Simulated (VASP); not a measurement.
# Pd (I4/mmm) in VASP: further runs

Runs on Pd. Level: LDA. Tasks: single point.

All numbers are computed with VASP 6.6.1; they aren't measurements. Logs are shortened: lines on timing, memory, paths and dates and some standing lists are left out, and cuts for length are marked.

## 1. The cell of the first run

The structure is tetragonal, space group I4/mmm (No. 139). Conventional cell: a = 2.530 Å, b = 2.530 Å, c = 3.734 Å, α = 90.00°, β = 90.00°, γ = 90.00°. Pd (site symmetry 4/mmm) has 12 Pd at 2.53 to 2.59 Å within 3.3 Å.

## 2. Single point, LDA

The input, INCAR:

```
SYSTEM = Pd
ALGO = Normal
EDIFF = 1E-6
ENCUT = 520
GGA = CA
ISIF = 2
ISMEAR = 0
LASPH = .True.
LCHARG = .False.
LREAL = .False.
LWAVE = .False.
NBANDS = 11
NELM = 100
PREC = Accurate
SIGMA = 0.15
```

The input, KPOINTS:

```
k-points
0
Gamma
  20 20 20
  0 0 0
```

The input, POSCAR:

```
Pd
1.0
    0.0000000000      1.7893080000      1.8671040000
    1.7893080000      0.0000000000      1.8671040000
    1.7893080000      1.7893080000      0.0000000000
Pd
1
Direct
    0.0000000000      0.0000000000      0.0000000000
```

Potentials or basis: VASP PAW LDA potentials, release 64 (Pd).

On the command line:

```console
> cat potpaw_LDA.64/Pd/POTCAR > POTCAR
> mpirun -np 1 vasp_std > vasp.out
```

OUTCAR:

```text
SYSTEM = Pd
   EDIFF = 1E-6
   ENCUT = 520
   GGA = CA
   ISIF = 2
   ISMEAR = 0
   LASPH = .True.
   LREAL = .False.
   NELM = 100
   PREC = Accurate

 ion  position               nearest neighbor table
   1  0.000  0.000  0.000-

  LATTYP: Found a body centered tetragonal cell.
 ALAT       =     2.5304636409
 C/A-ratio  =     1.4757011086

  Lattice vectors:

 A1 = (  -1.7893080000,   0.0000000000,   1.8671040000)
 A2 = (   1.7893080000,   0.0000000000,   1.8671040000)
 A3 = (   0.0000000000,   1.7893080000,  -1.8671040000)

Analysis of symmetry for initial positions (statically):
=====================================================================
 Subroutine PRICEL returns:
 Original cell was already a primitive cell.

 Routine SETGRP: Setting up the symmetry group for a
 body centered tetragonal supercell.

 Subroutine GETGRP returns: Found 16 space group operations
 (whereof 16 operations were pure point group operations)
 out of a pool of 16 trial point group operations.

The static configuration has the point symmetry D_4h.

Analysis of symmetry for dynamics (positions and initial velocities):
=====================================================================
 Subroutine PRICEL returns:
 Original cell was already a primitive cell.

 Routine SETGRP: Setting up the symmetry group for a
 body centered tetragonal supercell.

 Subroutine GETGRP returns: Found 16 space group operations
 (whereof 16 operations were pure point group operations)
 out of a pool of 16 trial point group operations.

The dynamic configuration has the point symmetry D_4h.

 Subroutine INISYM returns: Found 16 space group operations
 (whereof 16 operations are pure point group operations),
 and found     1 'primitive' translations

----------------------------------------------------------------------------------------

                                     Primitive cell

  volume of cell :      11.9555

  direct lattice vectors                    reciprocal lattice vectors
     0.000000000  1.789308000  1.867104000    -0.279437637  0.279437637  0.267794402
     1.789308000  0.000000000  1.867104000     0.279437637 -0.279437637  0.267794402
     1.789308000  1.789308000  0.000000000     0.279437637  0.279437637 -0.267794402

  length of vectors
     2.586058867  2.586058867  2.530463641     0.477372630  0.477372630  0.477372630

  position of ions in fractional coordinates (direct lattice)
     0.000000000  0.000000000  0.000000000

[... 75 lines left out ...]
   EDIFF  = 0.1E-05   stopping-criterion for ELM
   LREAL  =      F    real-space projection
   EDIFFG = 0.1E-04   stopping-criterion for IOM
   NSW    =      0    number of steps for IOM
   IBRION =     -1    ionic relax: 0-MD 1-quasi-New 2-CG
   NFREE  =      0    steps in history (QN), initial steepest desc. (CG)
   ISIF   =      2    stress and relaxation
   ISYM   =      2    0-nonsym 1-usesym 2-fastsym
   POTIM  = 0.5000    time-step for ionic-motion
   TEBEG  =    0.0;   TEEND  =   0.0 temperature during run
   PSTRESS=    0.0 pullay stress
   NELECT =      10.0000    total number of electrons
   NUPDOWN=      -1.0000    fix difference up-down
   EMIN   =  10.00;   EMAX   =-10.00  energy-range for DOS
   EFERMI =   0.00;   METHOD = LEGACY
   ISMEAR =     0;   SIGMA  =   0.15  broadening in eV -4-tet -1-fermi 0-gaus
   EFERMI_NEDOS =   21; number of points for ismear=-14 and -15
   IALGO  =     38    algorithm
   IMIX   =      4    mixing-type and parameters
     AMIX     =   0.40;   BMIX     =  1.00
     AMIX_MAG =   1.60;   BMIX_MAG =  1.00
  volume/ion in A,a.u.               =      11.96        80.68
  Fermi-wavevector in a.u.,A,eV,Ry     =   1.542477  2.914858 32.371446  2.379234
  Thomas-Fermi vector in A             =   2.648276
   LORBIT       =      0    0 simple, 1 ext, 2 COOP (PROOUT), +10 PAW based schemes
   GGA     = CA    functional components
   LHFCALC =     F    Hartree Fock is set to
   AEXX    =    0.0000 exact exchange contribution
   IVDW    =     0    specifies the selected vdW correction
   LEPSILON=     F    determine dielectric tensor
   LRPA    =     F    only Hartree local field effects (RPA)
 non-spin polarized calculation
 Gauss-broadening in eV      SIGMA  =   0.15
  energy-cutoff  :      520.00
  volume of cell :       11.96
 maximum number of plane-waves:       342
   NGX =  9   NGY =  9   NGZ =  9

 number of electron      10.0000002 magnetization

 Free energy of the ion-electron system (eV)
  ---------------------------------------------------
  ext. energy  EPLUGINS =         0.00000000
  ---------------------------------------------------
  free energy    TOTEN  =        -6.14934952 eV

  energy without entropy =       -6.12972590  energy(sigma->0) =       -6.13953771

 E-fermi :  13.6639     XC(G=0): -14.8388

 val. band max:       13.6613423080   @ k =   0.5000   0.0500   0.1500
 cond. band min:      13.6655805175   @ k =   0.4500   0.0000   0.0000
 fundamental gap:      0.0042382095
 Fermi energy:        13.6639118822

 k-point     1 :       0.0000    0.0000    0.0000
  band No.  band energies     occupation
      1       4.6653      2.00000
      2       9.2920      2.00000
      3       9.8419      2.00000
      4       9.8419      2.00000
      5      11.6357      2.00000
      6      12.2550      2.00000
      7      30.6321      0.00000
      8      35.6476      0.00000
      9      37.0645      0.00000
     10      37.0645      0.00000
     11      38.5502      0.00000
[... 309 lines left out ...]
 k-point    24 :      -0.3500    0.0500    0.0000
  band No.  band energies     occupation
      1       6.6716      2.00000
      2       9.4832      2.00000
      3      10.0671      2.00000
      4      11.5085      2.00000
      5      12.7976      2.00000
      6      13.7976      0.20739
      7      25.7491      0.00000
      8      30.9615      0.00000
      9      36.8497      0.00000
     10      38.5814      0.00000
     11      39.0762      0.00000

 [... further k-points ...]
[... 5 lines left out ...]
  --------------------------------------------------------------------------------------
  -------------------------------------------------------------------------------------
  Total        4.6925824      4.6925824      4.1941348      0.0000000     -0.0000000      0.0000000
  in kB      628.8597156    628.8597156    562.0620340      0.0000000     -0.0000000      0.0000000
  external PRESSURE =     606.5938217 kB  Pullay stress =       0.0000000 kB

 VOLUME and BASIS-vectors are now :
 -----------------------------------------------------------------------------
  energy-cutoff  :      520.00
  volume of cell :       11.96
      direct lattice vectors                 reciprocal lattice vectors
     0.000000000  1.789308000  1.867104000    -0.279437637  0.279437637  0.267794402
     1.789308000  0.000000000  1.867104000     0.279437637 -0.279437637  0.267794402
     1.789308000  1.789308000  0.000000000     0.279437637  0.279437637 -0.267794402

 POSITION                                       TOTAL-FORCE (eV/Angst)
 -----------------------------------------------------------------------------------
      0.00000      0.00000      0.00000        -0.000000      0.000000      0.000000
 -----------------------------------------------------------------------------------
    total drift:                                0.000000      0.000000      0.000000

  FREE ENERGIE OF THE ION-ELECTRON SYSTEM (eV)
  ---------------------------------------------------
  free  energy   TOTEN  =        -6.1493495156 eV

  energy  without entropy=       -6.1297258951  energy(sigma->0) =       -6.13953771
```

OSZICAR:

```text
N       E                     dE             d eps       ncg     rms          rms(c)
DAV:   1     0.428911882105E+02    0.42891E+02   -0.53165E+03 14150   0.880E+02
DAV:   2    -0.598127990695E+01   -0.48872E+02   -0.47426E+02 15611   0.193E+02
DAV:   3    -0.651571956566E+01   -0.53444E+00   -0.53266E+00 17029   0.216E+01
DAV:   4    -0.651738473744E+01   -0.16652E-02   -0.16650E-02 17389   0.124E+00
DAV:   5    -0.651739684137E+01   -0.12104E-04   -0.12104E-04 17812   0.101E-01    0.149E+01
DAV:   6    -0.619895035496E+01    0.31845E+00   -0.86263E-01 17366   0.797E+00    0.750E+00
DAV:   7    -0.615673018428E+01    0.42220E-01   -0.69241E-02 17284   0.198E+00    0.278E+00
DAV:   8    -0.614939296426E+01    0.73372E-02   -0.57414E-03 16505   0.812E-01    0.201E-01
DAV:   9    -0.614934103487E+01    0.51929E-04   -0.16159E-04 17237   0.121E-01    0.169E-02
DAV:  10    -0.614934957869E+01   -0.85438E-05   -0.41858E-06 18206   0.174E-02    0.624E-03
DAV:  11    -0.614934951561E+01    0.63086E-07   -0.68072E-08 10549   0.271E-03
   1 F= -.61493495E+01 E0= -.61395377E+01  d E =-.196236E-01
```

stdout:

```text
POSCAR found type information on POSCAR Pd
 POSCAR found :  1 types and       1 ions
 scaLAPACK will be used
 LDA part: xc-table for (Slater(with rela. corr.)+CA(PZ))
 , standard interpolation
 POSCAR, INCAR and KPOINTS ok, starting setup
 FFT: planning ... GRIDC
 FFT: planning ... GRID_SOFT
 FFT: planning ... GRID
 WAVECAR not read
 entering main loop
```

It took 48 s on 1 thread of Intel Xeon Platinum 8375C at 2.90GHz (Ice Lake), shared host; peak memory 0.19 GiB.

What came out:

```
Free energy            : -6.1493 eV
Pressure               : 60.7 GPa
Band gap on the k mesh : zero (band 5 reaches 14.35 eV, above the bottom of band 6 at 11.87 eV)
```

## 3. Single point, LDA (strain -0.040 along x and y, -0.080 along z)

The input, INCAR:

```
SYSTEM = Pd
PREC = Accurate
ENCUT = 520
EDIFF = 1E-6
ISMEAR = 0
SIGMA = 0.15
LREAL = .FALSE.
LASPH = .TRUE.
NELM = 60
ALGO = Fast
ISIF = 2
LWAVE = .FALSE.
LCHARG = .FALSE.
GGA = CA
NBANDS = 11
```

The input, KPOINTS:

```
Automatic mesh
0
G
  20 20 20
  0 0 0
```

The input, POSCAR:

```
Pd
1.0
    0.0000000000      1.8671040000      1.7893080000
    1.8671040000      0.0000000000      1.7893080000
    1.8671040000      1.8671040000      0.0000000000
Pd
1
Direct
    0.0000000000      0.0000000000      0.0000000000
```

Potentials or basis: VASP PAW LDA potentials, release 64 (Pd).

On the command line:

```console
> cat potpaw_LDA.64/Pd/POTCAR > POTCAR
> mpirun -np 1 vasp_std > vasp.out
```

OUTCAR:

```text
SYSTEM = Pd
   PREC = Accurate
   ENCUT = 520
   EDIFF = 1E-6
   ISMEAR = 0
   LREAL = .FALSE.
   LASPH = .TRUE.
   NELM = 60
   ISIF = 2
   GGA = CA

 ion  position               nearest neighbor table
   1  0.000  0.000  0.000-

  LATTYP: Found a body centered tetragonal cell.
 ALAT       =     2.6404837992
 C/A-ratio  =     1.3552879973

  Lattice vectors:

 A1 = (   0.0000000000,  -1.8671040000,  -1.7893080000)
 A2 = (   0.0000000000,   1.8671040000,  -1.7893080000)
 A3 = (   1.8671040000,   0.0000000000,   1.7893080000)

Analysis of symmetry for initial positions (statically):
=====================================================================
 Subroutine PRICEL returns:
 Original cell was already a primitive cell.

 Routine SETGRP: Setting up the symmetry group for a
 body centered tetragonal supercell.

 Subroutine GETGRP returns: Found 16 space group operations
 (whereof 16 operations were pure point group operations)
 out of a pool of 16 trial point group operations.

The static configuration has the point symmetry D_4h.

Analysis of symmetry for dynamics (positions and initial velocities):
=====================================================================
[... 161 lines left out ...]
 fundamental gap:      0.0058792296
 Fermi energy:        12.7578356511

 k-point     1 :       0.0000    0.0000    0.0000
  band No.  band energies     occupation
      1       4.1370      2.00000
      2       8.8528      2.00000
      3       8.8528      2.00000
      4       9.3430      2.00000
      5      10.8800      2.00000
      6      11.4206      2.00000
      7      29.8156      0.00000
      8      35.0444      0.00000
      9      35.0444      0.00000
     10      36.4440      0.00000
     11      37.8484      0.00000
[... 309 lines left out ...]
 k-point    24 :      -0.3500    0.0500    0.0000
  band No.  band energies     occupation
      1       6.1728      2.00000
      2       8.9324      2.00000
      3       9.3078      2.00000
      4      10.7333      2.00000
      5      12.0190      2.00000
      6      12.7347      1.17285
      7      24.5759      0.00000
      8      30.1538      0.00000
      9      35.9458      0.00000
     10      37.0271      0.00000
     11      37.8635      0.00000

 [... further k-points ...]
[... 5 lines left out ...]
  --------------------------------------------------------------------------------------
  -------------------------------------------------------------------------------------
  Total        3.0572081      3.0572081      3.3598658      0.0000000     -0.0000000      0.0000000
  in kB      392.6299818    392.6299818    431.4996005      0.0000000     -0.0000000      0.0000000
  external PRESSURE =     405.5865213 kB  Pullay stress =       0.0000000 kB

 VOLUME and BASIS-vectors are now :
 -----------------------------------------------------------------------------
  energy-cutoff  :      520.00
  volume of cell :       12.48
      direct lattice vectors                 reciprocal lattice vectors
     0.000000000  1.867104000  1.789308000    -0.267794402  0.267794402  0.279437637
     1.867104000  0.000000000  1.789308000     0.267794402 -0.267794402  0.279437637
     1.867104000  1.867104000  0.000000000     0.267794402  0.267794402 -0.279437637

 POSITION                                       TOTAL-FORCE (eV/Angst)
 -----------------------------------------------------------------------------------
      0.00000      0.00000      0.00000         0.000000      0.000000      0.000000
 -----------------------------------------------------------------------------------
    total drift:                                0.000000     -0.000000     -0.000000

  FREE ENERGIE OF THE ION-ELECTRON SYSTEM (eV)
  ---------------------------------------------------
  free  energy   TOTEN  =        -6.3141883447 eV

  energy  without entropy=       -6.2934974579  energy(sigma->0) =       -6.30384290
```

OSZICAR:

```text
N       E                     dE             d eps       ncg     rms          rms(c)
DAV:   1     0.427398273260E+02    0.42740E+02   -0.52652E+03 14174   0.873E+02
DAV:   2    -0.613996118979E+01   -0.48880E+02   -0.47226E+02 15604   0.191E+02
DAV:   3    -0.667852055192E+01   -0.53856E+00   -0.53676E+00 17073   0.216E+01
DAV:   4    -0.668027855358E+01   -0.17580E-02   -0.17578E-02 17429   0.127E+00
DAV:   5    -0.668029199928E+01   -0.13446E-04   -0.13446E-04 17994   0.106E-01    0.132E+01
RMM:   6    -0.635526450942E+01    0.32503E+00   -0.34170E-01 15330   0.548E+00    0.650E+00
RMM:   7    -0.632114648777E+01    0.34118E-01   -0.16618E-02 16628   0.137E+00    0.270E+00
RMM:   8    -0.631420010018E+01    0.69464E-02   -0.41024E-03 16454   0.662E-01    0.191E-01
RMM:   9    -0.631417709865E+01    0.23002E-04   -0.25452E-04 17917   0.146E-01    0.230E-02
RMM:  10    -0.631418685401E+01   -0.97554E-05   -0.46126E-05 17637   0.582E-02    0.163E-02
RMM:  11    -0.631418810205E+01   -0.12480E-05   -0.13981E-05 17950   0.267E-02    0.334E-03
RMM:  12    -0.631418834467E+01   -0.24262E-06   -0.30428E-06 14638   0.124E-02
   1 F= -.63141883E+01 E0= -.63038429E+01  d E =-.206909E-01
```

stdout:

```text
POSCAR found type information on POSCAR Pd
 POSCAR found :  1 types and       1 ions
 scaLAPACK will be used
 LDA part: xc-table for (Slater(with rela. corr.)+CA(PZ))
 , standard interpolation
 POSCAR, INCAR and KPOINTS ok, starting setup
 FFT: planning ... GRIDC
 FFT: planning ... GRID_SOFT
 FFT: planning ... GRID
 WAVECAR not read
 entering main loop
WARNING in EDDRMM: call to ZHEGV failed, returncode =   8  4     11
```

Wall time 60 s (1 thread of Intel Xeon Platinum 8375C at 2.90GHz (Ice Lake), shared host); peak memory 0.2 GiB.

What came out:

```yaml
Free_energy: -6.3142 eV
Pressure: 40.6 GPa
Band_gap_on_the_k_mesh: zero (band 5 reaches 13.34 eV, above the bottom of band 6 at 11.07 eV)
```

Stress tensor (GPa, compression positive):
```
39.26  0.00  0.00
 0.00 39.26  0.00
 0.00  0.00 43.15
```

Levels at points of the mesh, in eV from the Fermi level:
| k point | band 3 | band 4 | band 5 | band 6 | band 7 | band 8 |
| --- | --- | --- | --- | --- | --- | --- |
| (0.00, 0.00, 0.00) | -3.91 | -3.41 | -1.88 | -1.34 | 17.06 | 22.29 |
| (0.50, 0.00, 0.00) | -3.56 | -0.12 | 0.12 | 0.58 | 8.76 | 16.42 |
| (0.50, 0.50, 0.00) | -0.03 | 0.43 | 0.43 | 3.93 | 13.42 | 13.42 |
| (0.50, 0.00, 0.50) | -0.03 | 0.23 | 0.58 | 2.96 | 12.21 | 14.04 |

Caveat: the cell differs from its parent crystal (strain -0.040 along x and y, -0.080 along z).

## 4. Single point, LDA (strain +0.000 along x and y, +0.080 along z)

The input, INCAR:

```
PREC     = Accurate       # precision mode
ENCUT    = 520            # plane-wave cutoff, eV
EDIFF    = 1E-7           # SCF threshold, eV
ISMEAR   = 0              # smearing method
SIGMA    = 0.15           # smearing width, eV
LREAL    = F              # projectors in reciprocal space
LASPH    = T              # aspherical terms in the spheres
NELM     = 60             # most SCF steps
ALGO     = Normal         # electronic algorithm
ISIF     = 2              # what is computed and relaxed
LWAVE    = F              # write WAVECAR
LCHARG   = F              # write CHGCAR
GGA      = CA             # functional
NBANDS   = 11             # bands
```

The input, KPOINTS:

```
regular mesh
0
Gamma
  20 20 20
```

The input, POSCAR:

```
Pd
1.0
    0.0000000000      1.9449000000      2.1004920000
    1.9449000000      0.0000000000      2.1004920000
    1.9449000000      1.9449000000      0.0000000000
Pd
1
Direct
    0.0000000000      0.0000000000      0.0000000000
```

On the command line:

```console
> cat potpaw_LDA.64/Pd/POTCAR > POTCAR
> mpirun -np 1 vasp_std > vasp.out
```

Wall time 65 s (1 thread of Intel Xeon Platinum 8375C at 2.90GHz (Ice Lake), shared host); peak memory 0.22 GiB.

It converged, with:

```yaml
Free_energy: -6.3831 eV
Pressure: -18.6 GPa
Band_gap_on_the_k_mesh: zero (band 5 reaches 8.86 eV, above the bottom of band 6 at 7.26 eV)
```

Stress tensor (GPa, compression positive):
```
-17.32   0.00   0.00
  0.00 -17.32   0.00
  0.00   0.00 -21.15
```

Levels at points of the mesh, in eV from the Fermi level:
```tsv
k point	band 2	band 3	band 4	band 5	band 6	band 7	band 8	band 9
(0.00, 0.00, 0.00)	-2.99	-2.29	-2.29	-1.46	-0.75	17.18	20.40	21.88
(0.50, 0.00, 0.00)	-2.87	-2.26	-0.14	0.11	1.13	6.72	16.16	19.71
(0.50, 0.50, 0.00)	-4.60	0.01	0.23	0.23	2.39	8.69	13.62	13.62
(0.50, 0.00, 0.50)	-4.52	-0.08	0.01	0.50	3.76	10.64	12.13	12.39
```

Caveat: the cell differs from its parent crystal (strain +0.000 along x and y, +0.080 along z).

## 5. Summary

```csv
cell,gap on the mesh (eV),pressure (GPa)
"a = 2.586, b = 2.586, c = 2.530 Å, angles 60.7, 60.7, 58.6°, 1 atom",none,60.7
"a = 2.586, b = 2.586, c = 2.640 Å, angles 59.3, 59.3, 61.4°, 1 atom",none,40.6
"a = 2.863, b = 2.863, c = 2.751 Å, angles 61.3, 61.3, 57.4°, 1 atom",none,-18.6
```

Alike in all rows: task single point; level LDA; potentials or basis VASP PAW LDA potentials, release 64 (Pd); no spin polarisation; k mesh 20 × 20 × 20; cutoff (eV) 520; smearing gaussian 0.15 eV.

Total energies depend on the potentials used, so only differences within one code and one set of settings carry meaning.
